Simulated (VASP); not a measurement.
# Al2Zn3O (P6/mmm) in VASP: notebook

Runs on Al2Zn3O. Level: PBE. Tasks: single point.

Everything below comes from runs of VASP 6.6.1. Logs are shortened: lines on timing, memory, paths and dates and some standing lists are left out, and cuts for length are marked.

## (1) The cell of the first run

It takes space group P6/mmm (No. 191, hexagonal). The conventional cell has a = 5.044 Å, b = 5.044 Å, c = 3.914 Å, α = 90.00°, β = 90.00°, γ = 120.00°. Al (site symmetry -6m2) has 6 Zn at 2.44 Å and 3 O at 2.91 Å and 3 Al at 2.91 Å within 3.2 Å. Zn (site symmetry mmm) has 4 Al at 2.44 Å and 4 Zn at 2.52 Å and 4 O at 3.19 Å within 3.2 Å. O (site symmetry 6/mmm) has 6 Al at 2.91 Å and 12 Zn at 3.19 Å and 2 O at 3.91 Å within 4.0 Å.

The cell was generated, and may not be a known phase.

## (2) Single point, PBE

File INCAR:

```
SYSTEM = Al2Zn3O
PREC = Accurate
ENCUT = 520
EDIFF = 1E-6
ISMEAR = 0
SIGMA = 0.1
LREAL = .FALSE.
LASPH = .TRUE.
NELM = 100
ALGO = Normal
ISIF = 2
LWAVE = .FALSE.
LCHARG = .TRUE.
GGA = PE
LELF = .TRUE.
LVHAR = .TRUE.
NBANDS = 33
```

File KPOINTS:

```
regular mesh
0
G
  6 6 4
  0 0 0
```

File POSCAR:

```
Al2Zn3O
1.0
    5.0444689700      0.0000000000      0.0000000000
   -2.5222344800      4.3686382800      0.0000000000
    0.0000000000      0.0000000000      3.9137110100
Al Zn O
2 3 1
Direct
    0.3333333300      0.6666666700      0.0000000000
    0.6666666700      0.3333333300      0.0000000000
    0.5000000000      0.0000000000      0.5000000000
    0.5000000000      0.5000000000      0.5000000000
    0.0000000000      0.5000000000      0.5000000000
    0.0000000000      0.0000000000      0.0000000000
```

Potentials or basis: VASP PAW PBE potentials, release 64 (Al, Zn, O).

Run with:

```sh
$ cat potpaw_PBE.64/Al/POTCAR potpaw_PBE.64/Zn/POTCAR potpaw_PBE.64/O/POTCAR > POTCAR
$ mpirun -np 1 vasp_std > vasp.out
```

OUTCAR:

```text
SYSTEM = Al2Zn3O
   PREC = Accurate
   ENCUT = 520
   EDIFF = 1E-6
   ISMEAR = 0
   LREAL = .FALSE.
   LASPH = .TRUE.
   NELM = 100
   ISIF = 2
   GGA = PE

 ion  position               nearest neighbor table
   1  0.333  0.667  0.000-   5 2.44   5 2.44   3 2.44   3 2.44   4 2.44   4 2.44   2 2.91   2 2.91
                             2 2.91
   2  0.667  0.333  0.000-   5 2.44   5 2.44   3 2.44   3 2.44   4 2.44   4 2.44   1 2.91   1 2.91
                             1 2.91
   3  0.500  0.000  0.500-   1 2.44   2 2.44   1 2.44   2 2.44   4 2.52   4 2.52   5 2.52   5 2.52

   4  0.500  0.500  0.500-   1 2.44   2 2.44   1 2.44   2 2.44   5 2.52   5 2.52   3 2.52   3 2.52

   5  0.000  0.500  0.500-   1 2.44   2 2.44   1 2.44   2 2.44   4 2.52   4 2.52   3 2.52   3 2.52

   6  0.000  0.000  0.000-

  LATTYP: Found a hexagonal cell.
 ALAT       =     5.0444689700
 C/A-ratio  =     0.7758420229

  Lattice vectors:

 A1 = (   5.0444689700,   0.0000000000,   0.0000000000)
 A2 = (  -2.5222344800,   4.3686382800,   0.0000000000)
 A3 = (   0.0000000000,   0.0000000000,   3.9137110100)

Analysis of symmetry for initial positions (statically):
=====================================================================
 Subroutine PRICEL returns:
 Original cell was already a primitive cell.

 Routine SETGRP: Setting up the symmetry group for a
 hexagonal supercell.

 Subroutine GETGRP returns: Found 24 space group operations
 (whereof 24 operations were pure point group operations)
 out of a pool of 24 trial point group operations.

The static configuration has the point symmetry D_6h.

Analysis of symmetry for dynamics (positions and initial velocities):
=====================================================================
 Subroutine PRICEL returns:
 Original cell was already a primitive cell.

 Routine SETGRP: Setting up the symmetry group for a
 hexagonal supercell.

 Subroutine GETGRP returns: Found 24 space group operations
 (whereof 24 operations were pure point group operations)
 out of a pool of 24 trial point group operations.

The dynamic configuration has the point symmetry D_6h.

 Subroutine INISYM returns: Found 24 space group operations
 (whereof 24 operations are pure point group operations),
 and found     1 'primitive' translations

----------------------------------------------------------------------------------------

                                     Primitive cell

  volume of cell :      86.2483

  direct lattice vectors                    reciprocal lattice vectors
     5.044468970  0.000000000  0.000000000     0.198236922  0.114452140  0.000000000
    -2.522234480  4.368638280  0.000000000     0.000000000  0.228904280  0.000000000
     0.000000000  0.000000000  3.913711010     0.000000000  0.000000000  0.255511967

  length of vectors
     5.044468970  5.044468970  3.913711010     0.228904280  0.228904280  0.255511967

  position of ions in fractional coordinates (direct lattice)
     0.333333330  0.666666670  0.000000000
     0.666666670  0.333333330  0.000000000
     0.500000000  0.000000000  0.500000000
     0.500000000  0.500000000  0.500000000
     1.000000000  0.500000000  0.500000000
     0.000000000  0.000000000  0.000000000

  ion indices of the primitive-cell ions
   primitive index   ion index
                 1           1
                 2           2
                 3           3
                 4           4
                 5           5
                 6           6

----------------------------------------------------------------------------------------

 KPOINTS: regular mesh

Automatic generation of k-mesh.
 Grid dimensions read from file:
 generate k-points for:    6    6    4

 Generating k-lattice:

  Cartesian coordinates                     Fractional coordinates (reciprocal lattice)
     0.033039487  0.019075357  0.000000000     0.166666667  0.000000000  0.000000000
     0.000000000  0.038150713  0.000000000     0.000000000  0.166666667  0.000000000
     0.000000000  0.000000000  0.063877992     0.000000000  0.000000000  0.250000000

  Length of vectors
     0.038150713  0.038150713  0.063877992

  Shift w.r.t. Gamma in fractional coordinates (k-lattice)
     0.000000000  0.000000000  0.000000000

 Subroutine IBZKPT returns following result:
 ===========================================

 Found     21 irreducible k-points:

 Following reciprocal coordinates:
            Coordinates               Weight
  0.000000  0.000000  0.000000      1.000000
  0.166667  0.000000  0.000000      6.000000
  0.333333  0.000000  0.000000      6.000000
  0.500000  0.000000  0.000000      3.000000
  0.166667  0.166667  0.000000      6.000000
  0.333333  0.166667  0.000000     12.000000
[... 13 lines left out ...]
  0.333333  0.166667  0.500000     12.000000
  0.333333  0.333333  0.500000      2.000000
   k-points           NKPTS =     21   k-points in BZ     NKDIM =     21   number of bands    NBANDS=     33
   number of dos      NEDOS =    301   number of ions     NIONS =      6
   total plane-waves  NPLWV =  48000
   dimension x,y,z NGX =    40 NGY =   40 NGZ =   30
   dimension x,y,z NGXF=    80 NGYF=   80 NGZF=   60
   ions per type =               2   3   1
   NGX,Y,Z   is equivalent  to a cutoff of  13.18, 13.18, 12.74 a.u.
   NGXF,Y,Z  is equivalent  to a cutoff of  26.36, 26.36, 25.49 a.u.
 SYSTEM =  Al2Zn3O
   PREC   = accura    normal or accurate (medium, high low for compatibility)
   ISTART =      0    job   : 0-new  1-cont  2-samecut
   ICHARG =      2    charge: 1-file 2-atom 10-const
   ISPIN  =      1    spin polarized calculation?
   LNONCOLLINEAR =      F non collinear calculations
   LSORBIT =      F    spin-orbit coupling
   LASPH  =      T    aspherical Exc in radial PAW
   ENCUT  =  520.0 eV  38.22 Ry    6.18 a.u.   9.38  9.38  7.28*2*pi/ulx,y,z
   NELM   =    100;   NELMIN=  2; NELMDL= -5     # of ELM steps
   EDIFF  = 0.1E-05   stopping-criterion for ELM
   LREAL  =      F    real-space projection
   EDIFFG = 0.1E-04   stopping-criterion for IOM
   NSW    =      0    number of steps for IOM
   IBRION =     -1    ionic relax: 0-MD 1-quasi-New 2-CG
   NFREE  =      0    steps in history (QN), initial steepest desc. (CG)
   ISIF   =      2    stress and relaxation
   ISYM   =      2    0-nonsym 1-usesym 2-fastsym
   POTIM  = 0.5000    time-step for ionic-motion
   TEBEG  =    0.0;   TEEND  =   0.0 temperature during run
   PSTRESS=    0.0 pullay stress
   NELECT =      48.0000    total number of electrons
   NUPDOWN=      -1.0000    fix difference up-down
   EMIN   =  10.00;   EMAX   =-10.00  energy-range for DOS
   EFERMI =   0.00;   METHOD = LEGACY
   ISMEAR =     0;   SIGMA  =   0.10  broadening in eV -4-tet -1-fermi 0-gaus
   EFERMI_NEDOS =   21; number of points for ismear=-14 and -15
   IALGO  =     38    algorithm
   IMIX   =      4    mixing-type and parameters
     AMIX     =   0.40;   BMIX     =  1.00
     AMIX_MAG =   1.60;   BMIX_MAG =  1.00
  volume/ion in A,a.u.               =      14.37        97.01
  Fermi-wavevector in a.u.,A,eV,Ry     =   1.346600  2.544704 24.671859  1.813330
  Thomas-Fermi vector in A             =   2.474418
   LORBIT       =      0    0 simple, 1 ext, 2 COOP (PROOUT), +10 PAW based schemes
   GGA     = PE    functional components
   LHFCALC =     F    Hartree Fock is set to
   AEXX    =    0.0000 exact exchange contribution
   IVDW    =     0    specifies the selected vdW correction
   LEPSILON=     F    determine dielectric tensor
   LRPA    =     F    only Hartree local field effects (RPA)
 non-spin polarized calculation
 Gauss-broadening in eV      SIGMA  =   0.10
  energy-cutoff  :      520.00
  volume of cell :       86.25
 maximum number of plane-waves:      2378
 NGX is ok and might be reduce to    40
   NGX = 19   NGY = 19   NGZ = 15

 number of electron      47.9999989 magnetization

 Free energy of the ion-electron system (eV)
  ---------------------------------------------------
  ext. energy  EPLUGINS =         0.00000000
  ---------------------------------------------------
  free energy    TOTEN  =       -13.34542490 eV

  energy without entropy =      -13.33856035  energy(sigma->0) =      -13.34199262

 E-fermi :   4.2837     XC(G=0): -10.8488

 val. band max:        4.2386529196   @ k =   0.3333   0.1667   0.5000
 cond. band min:       4.3294488918   @ k =   0.3333   0.0000   0.5000
 fundamental gap:      0.0907959722
 Fermi energy:         4.2837306132

 k-point     1 :       0.0000    0.0000    0.0000
  band No.  band energies     occupation
      1     -11.6291      2.00000
      2      -6.4263      2.00000
      3      -4.5969      2.00000
      4      -4.4786      2.00000
      5      -4.3220      2.00000
      6      -4.3220      2.00000
[... 25 lines left out ...]
     32      11.3755      0.00000
     33      12.7514      0.00000

 k-point     2 :       0.1667    0.0000    0.0000
  band No.  band energies     occupation
      1     -11.6123      2.00000
      2      -6.3047      2.00000
      3      -4.5486      2.00000
      4      -4.4458      2.00000
      5      -4.3130      2.00000
      6      -4.2408      2.00000
[... 25 lines left out ...]
     32      12.0417      0.00000
     33      12.1785      0.00000

 k-point     3 :       0.3333    0.0000    0.0000
  band No.  band energies     occupation
      1     -11.5785      2.00000
      2      -5.9727      2.00000
      3      -4.4225      2.00000
      4      -4.3656      2.00000
      5      -4.2959      2.00000
      6      -4.0319      2.00000
[... 25 lines left out ...]
     32      11.9018      0.00000
     33      12.5602      0.00000

 k-point     4 :       0.5000    0.0000    0.0000
  band No.  band energies     occupation
      1     -11.5617      2.00000
      2      -5.7058      2.00000
      3      -4.3878      2.00000
      4      -4.3244      2.00000
      5      -4.3144      2.00000
      6      -4.1099      2.00000
[... 565 lines left out ...]
     32      13.6197      0.00000
     33      14.3450      0.00000

 k-point    20 :       0.3333    0.1667    0.5000
  band No.  band energies     occupation
      1     -11.5060      2.00000
      2      -4.8423      2.00000
      3      -4.6010      2.00000
      4      -4.3164      2.00000
      5      -4.2070      2.00000
      6      -3.9421      2.00000
[... 25 lines left out ...]
     32      11.7566      0.00000
     33      12.5538      0.00000

 k-point    21 :       0.3333    0.3333    0.5000
  band No.  band energies     occupation
      1     -11.5020      2.00000
      2      -4.4710      2.00000
      3      -4.4710      2.00000
      4      -4.4310      2.00000
      5      -4.4310      2.00000
      6      -4.1205      2.00000
[... 25 lines left out ...]
     32      13.0407      0.00000
     33      13.5557      0.00000

------------------------ aborting loop because EDIFF is reached ----------------------------------------

  FORCE on cell =-STRESS in cart. coord.  units (eV):
  Direction    XX          YY          ZZ          XY          YZ          ZX
  --------------------------------------------------------------------------------------
  -------------------------------------------------------------------------------------
  Total        3.2642900      3.2642900     16.7474442      0.0000000      0.0000000      0.0000000
  in kB       60.6385804     60.6385805    311.1063143      0.0000001      0.0000000      0.0000000
  external PRESSURE =     144.1278251 kB  Pullay stress =       0.0000000 kB

 VOLUME and BASIS-vectors are now :
 -----------------------------------------------------------------------------
  energy-cutoff  :      520.00
  volume of cell :       86.25
      direct lattice vectors                 reciprocal lattice vectors
     5.044468970  0.000000000  0.000000000     0.198236922  0.114452140  0.000000000
    -2.522234480  4.368638280  0.000000000     0.000000000  0.228904280  0.000000000
     0.000000000  0.000000000  3.913711010     0.000000000  0.000000000  0.255511967

 POSITION                                       TOTAL-FORCE (eV/Angst)
 -----------------------------------------------------------------------------------
     -0.00000      2.91243      0.00000         0.000000      0.000000      0.000000
      2.52223      1.45621      0.00000         0.000000      0.000000     -0.000000
      2.52223      0.00000      1.95686        -0.000000      0.000000      0.000000
      1.26112      2.18432      1.95686        -0.000000      0.000000      0.000000
     -1.26112      2.18432      1.95686        -0.000000      0.000000      0.000000
      0.00000      0.00000      0.00000        -0.000000      0.000000      0.000000
 -----------------------------------------------------------------------------------
    total drift:                               -0.000000      0.000000     -0.000000

  FREE ENERGIE OF THE ION-ELECTRON SYSTEM (eV)
  ---------------------------------------------------
  free  energy   TOTEN  =       -13.3454249012 eV

  energy  without entropy=      -13.3385603452  energy(sigma->0) =      -13.34199262
```

Run time: 57 s. Hardware: 1 thread of Intel Xeon Platinum 8375C at 2.90GHz (Ice Lake), shared host; peak memory 0.24 GiB.

Results:

| Property | Result |
| --- | --- |
| Free energy | -13.3454 eV |
| Pressure | 14.4 GPa |
| Band gap on the k mesh | zero (bands 24 and 25 overlap by 0.96 eV) |

Stress tensor (GPa, compression positive):
```
 6.06  0.00  0.00
 0.00  6.06  0.00
 0.00  0.00 31.11
```

Caveat: the k points lie up to 0.40 Å⁻¹ apart, too coarse for converged energies and pressures of a metal.

## (3) Single point, PBE, collinear spin, ferromagnetic start

File INCAR:

```
  ALGO = Normal
  EDIFF = 1E-7
  ENCUT = 520
  GGA = PE
  ISIF = 2
  ISMEAR = 0
  ISPIN = 2
  LASPH = True
  LCHARG = False
  LORBIT = 11
  LREAL = False
  LWAVE = False
  MAGMOM = 0 0 0 0 0 1
  NBANDS = 37
  NELM = 150
  PREC = Accurate
  SIGMA = 0.1
```

File KPOINTS:

```
k-points
0
Gamma
  6 6 4
```

POSCAR is that of step 2.

Potentials or basis: VASP PAW PBE potentials, release 64 (Al, Zn, O).

Run with:

```sh
$ cat potpaw_PBE.64/Al/POTCAR potpaw_PBE.64/Zn/POTCAR potpaw_PBE.64/O/POTCAR > POTCAR
$ mpirun -np 1 vasp_std > vasp.out
```

It took 2.1 min on 1 thread of Intel Xeon Platinum 8375C at 2.90GHz (Ice Lake), shared host; peak memory 0.3 GiB.

Results (log left out):

```
Free energy                                           : -13.3454 eV
Pressure                                              : 14.4 GPa
Band gap on the k mesh                                : zero (filled and empty bands overlap)
Net moment                                            : 0.00 μB per cell
Valence electrons inside the program's atomic spheres : Al 0.83; Zn 11.00; O 4.75
```

Stress tensor (GPa, compression positive):
```
 6.07  0.00  0.00
 0.00  6.07  0.00
 0.00  0.00 31.11
```

Levels at points of the mesh, in eV from the Fermi level:
Spin up:
| k point | band 20 | band 21 | band 22 | band 23 | band 24 | band 25 | band 26 | band 27 | band 28 | band 29 |
| --- | --- | --- | --- | --- | --- | --- | --- | --- | --- | --- |
| (0.00, 0.00, 0.00) | -2.85 | -2.49 | -2.33 | -2.33 | -0.12 | 1.57 | 2.03 | 2.03 | 4.88 | 4.88 |
| (0.50, 0.00, 0.00) | -1.55 | -1.16 | -1.13 | -0.50 | -0.27 | 1.44 | 2.87 | 2.90 | 3.87 | 4.44 |
| (0.00, 0.00, 0.50) | -1.90 | -1.90 | -1.43 | -1.43 | -1.00 | 0.41 | 0.41 | 0.84 | 1.20 | 1.20 |
| (0.50, 0.00, 0.50) | -4.25 | -3.04 | -2.25 | -1.23 | -0.41 | 0.39 | 1.31 | 3.00 | 6.04 | 6.08 |
Spin down:
| k point | band 20 | band 21 | band 22 | band 23 | band 24 | band 25 | band 26 | band 27 | band 28 | band 29 |
| --- | --- | --- | --- | --- | --- | --- | --- | --- | --- | --- |
| (0.00, 0.00, 0.00) | -2.85 | -2.49 | -2.33 | -2.33 | -0.12 | 1.57 | 2.03 | 2.03 | 4.88 | 4.88 |
| (0.50, 0.00, 0.00) | -1.55 | -1.16 | -1.13 | -0.50 | -0.27 | 1.44 | 2.87 | 2.90 | 3.87 | 4.44 |
| (0.00, 0.00, 0.50) | -1.90 | -1.90 | -1.43 | -1.43 | -1.00 | 0.41 | 0.41 | 0.84 | 1.20 | 1.20 |
| (0.50, 0.00, 0.50) | -4.25 | -3.04 | -2.25 | -1.23 | -0.41 | 0.39 | 1.31 | 3.00 | 6.04 | 6.08 |

Caveat: the k points lie up to 0.40 Å⁻¹ apart, too coarse for converged energies and pressures of a metal.

## (4) Single point, PBE, collinear spin, ferromagnetic start

This run uses another cell than the first one, of 16.13 Å³/atom.

File INCAR:

```
PREC     = Accurate       # precision mode
ENCUT    = 520            # plane-wave cutoff, eV
EDIFF    = 1E-6           # SCF threshold, eV
ISMEAR   = 0              # smearing method
SIGMA    = 0.1            # smearing width, eV
LREAL    = F              # projectors in reciprocal space
LASPH    = T              # aspherical terms in the spheres
NELM     = 150            # most SCF steps
ALGO     = Normal         # electronic algorithm
ISIF     = 2              # what is computed and relaxed
LWAVE    = F              # write WAVECAR
LCHARG   = F              # write CHGCAR
ISPIN    = 2              # spin polarisation
MAGMOM   = 0 0 0 0 0 1    # initial moments
LORBIT   = 11             # projections on sites
GGA      = PE             # functional
NBANDS   = 37             # bands
```

File KPOINTS:

```
Automatic mesh
0
Gamma
  6 6 4
```

File POSCAR:

```
Al2Zn3O
1.0
    4.9513638201      0.0000000000      0.0000000000
   -2.4756819100      4.2880068516      0.0000000000
    0.0000000000      0.0000000000      4.5589961241
Al Zn O
2 3 1
Direct
    0.3333333333      0.6666666667      0.0000000000
    0.6666666667      0.3333333333      0.0000000000
    0.5000000000      0.0000000000      0.5000000000
    0.5000000000      0.5000000000      0.5000000000
    0.0000000000      0.5000000000      0.5000000000
    0.0000000000      0.0000000000      0.0000000000
```

Run with:

```sh
$ cat potpaw_PBE.64/Al/POTCAR potpaw_PBE.64/Zn/POTCAR potpaw_PBE.64/O/POTCAR > POTCAR
$ mpirun -np 1 vasp_std > vasp.out
```

Run time: 2.2 min. Hardware: 1 thread of Intel Xeon Platinum 8375C at 2.90GHz (Ice Lake), shared host; peak memory 0.34 GiB.

It converged, with:

```
Free energy                                           : -14.3978 eV
Pressure                                              : 0.2 GPa
Band gap on the k mesh                                : zero (filled and empty bands overlap)
Net moment                                            : 0.00 μB per cell
Valence electrons inside the program's atomic spheres : Al 0.73; Zn 10.87; O 4.74
```

Stress tensor (GPa, compression positive):
```
0.15 0.00 0.00
0.00 0.15 0.00
0.00 0.00 0.24
```

Levels at points of the mesh, in eV from the Fermi level:
Spin up:
```
           k point  band 22  band 23  band 24  band 25  band 26  band 27
(0.00, 0.00, 0.00)    -1.54    -1.54    -1.15    -0.42     1.92     1.92
(0.50, 0.00, 0.00)    -1.46    -0.98    -0.25     0.63     0.75     1.01
(0.00, 0.00, 0.50)    -1.00    -0.95    -0.95     0.46     0.83     0.83
(0.50, 0.00, 0.50)    -1.97    -0.97    -0.54     0.66     1.04     2.84
```
Spin down:
```csv
k point,band 21,band 22,band 23,band 24,band 25,band 26,band 27,band 28
"(0.00, 0.00, 0.00)",-2.62,-1.54,-1.54,-1.15,-0.42,1.92,1.92,4.26
"(0.50, 0.00, 0.00)",-1.57,-1.46,-0.98,-0.25,0.63,0.75,1.01,3.73
"(0.00, 0.00, 0.50)",-2.17,-1.00,-0.95,-0.95,0.46,0.83,0.83,1.31
"(0.50, 0.00, 0.50)",-3.09,-1.97,-0.97,-0.54,0.66,1.04,2.84,6.66
```

## (5) The runs side by side

| spin | cell | gap on the mesh (eV) | pressure (GPa) | moment (μB) |
| --- | --- | --- | --- | --- |
| off | a = 5.044, b = 5.044, c = 3.914 Å, angles 90.0, 90.0, 120.0°, 6 atoms | none | 14.4 | - |
| collinear, ferromagnetic start | a = 5.044, b = 5.044, c = 3.914 Å, angles 90.0, 90.0, 120.0°, 6 atoms | none | 14.4 | 0.00 |
| collinear, ferromagnetic start | a = 4.951, b = 4.951, c = 4.559 Å, angles 90.0, 90.0, 120.0°, 6 atoms | none | 0.2 | 0.00 |

Alike in all rows: task single point; level PBE; potentials or basis VASP PAW PBE potentials, release 64 (Al, Zn, O); k mesh 6 × 6 × 4; cutoff (eV) 520; smearing gaussian 0.1 eV.

Caveats: some runs use coarse meshes.

Total energies depend on the potentials used, so only differences within one code and one set of settings carry meaning.

The gap in the log of VASP goes by the Fermi energy; the results here count the filled bands.